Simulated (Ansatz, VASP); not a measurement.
## Ti: VASP beside Ansatz

```
Ti
1.0
     2.86397    0.00000    0.00000
    -1.43199    2.48027    0.00000
     0.00000    0.00000    4.53473
Ti
2
Direct
  0.33333 0.66667 0.25000
  0.66667 0.33333 0.75000
```

Alike in both runs: functional LDA; k mesh 18 × 18 × 10; occupations gaussian, width 0.1 eV; no spin polarisation.

Ansatz relaxed the structure, and its values are those at the end. VASP's run is a single point on that final structure, the one shown.

|  | VASP | Ansatz |
| --- | --- | --- |
| version | VASP 6.6.1 | Ansatz 0.2.0 |
| potentials or method | VASP PAW LDA potentials, release 64 (Ti_sv), cutoff 520 eV | scalar-relativistic, plane waves, PAW |
| valence electrons in the cell | 24 | 24 |

```tsv
	VASP	Ansatz	Ansatz less VASP
gap on the k mesh at the Fermi level (eV)	none	none	-
pressure (GPa)	-0.2	0.0	+0.23
```

LDA's correlation is that of Perdew and Zunger in VASP and of Perdew and Wang (1992) in Ansatz. A gap of «none» marks a metal or a gap that the smearing closes.
